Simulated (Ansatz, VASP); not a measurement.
## One calculation of HgTe, two programs

File POSCAR:

```
HgTe
1.0
    0.0000000000      3.2891578888      3.2891578888
    3.2069289416      0.0000000000      3.2891578888
    3.2069289416      3.2891578888      0.0000000000
Hg Te
1 1
Direct
    0.0000000000      0.0000000000      0.0000000000
    0.2500000000      0.2500000000      0.2500000000
```

File INCAR.step1:

```
PREC = Accurate
ENCUT = 520
ISMEAR = -1
SIGMA = 0.02
LREAL = F
LASPH = T
NELM = 60
NBANDS = 16
GGA = PE
ALGO = Normal
EDIFF = 1E-4
LWAVE = T
LCHARG = F
```

INCAR.step2

```
PREC = Accurate
ENCUT = 520
EDIFF = 1E-6
ISMEAR = -1
SIGMA = 0.02
LREAL = F
LASPH = T
NELM = 60
ALGO = Normal
ISIF = 2
LWAVE = F
LCHARG = F
METAGGA = R2SCAN
LMIXTAU = T
NBANDS = 16
ISTART = 1
```

File KPOINTS:

```
regular mesh
0
Gamma
  6 6 6
```

Input for Ansatz:

```yaml
crystal:
  lattice:
    - [0.0, 3.2891578888, 3.2891578888]
    - [3.2069289416, 0.0, 3.2891578888]
    - [3.2069289416, 3.2891578888, 0.0]
  atoms:
    - { symbol: Hg, position: [0.0, 0.0, 0.0] }
    - { symbol: Te, position: [0.25, 0.25, 0.25] }
kpoints:
  mp_grid: { grid: [6, 6, 6] }
  band_path:
    path:
      - [0.0, 0.0, 0.0]
      - [-0.5, -0.5, 0.0]
      - [-0.375, -0.375, 0.25]
      - [-0.375, 0.0, 0.375]
      - [0.0, 0.0, 0.5]
      - [-0.5, -0.25, 0.25]
      - [-0.019531, -0.019531, 0.0]
    npoints: 1
hamiltonian:
  xc: r2scan
scf:
  occupations: { method: fermi_dirac, width: 0.02 }
  n_extra_bands: 4
output:
  forces: true
  stress: true
  eigenvalues: true
```

Change from the starting cell: uniaxial_x strain -2.5%.

Alike in both runs: task single point; functional r2SCAN; k mesh 6 × 6 × 6; occupations fermi-dirac, width 0.02 eV; no spin polarisation.

|  | VASP | Ansatz |
| --- | --- | --- |
| version | VASP 6.6.1 | Ansatz 0.2.0 |
| potentials or method | VASP PAW PBE potentials, release 64 (Hg, Te) | plane waves, PAW |
| plane-wave cutoff (eV) | 520 | 500 |
| valence electrons in the cell | 18 | 36 |

VASP gave:

| Item | Value |
| --- | --- |
| pressure (GPa) | 1.1 |
| traceless stress, the component that is largest in VASP (GPa) | 0.20 |

**Question.** Estimate Ansatz's values.

**Answer.** Pressure (GPa): 1.0; traceless stress, the component that is largest in VASP (GPa): 0.20.

VASP's potentials were made for PBE, not for r2SCAN. VASP's potentials hold 18 valence electrons a cell and Ansatz's 36, so a difference there can come from the potentials and not from the codes.

Spin-orbit coupling is off throughout.
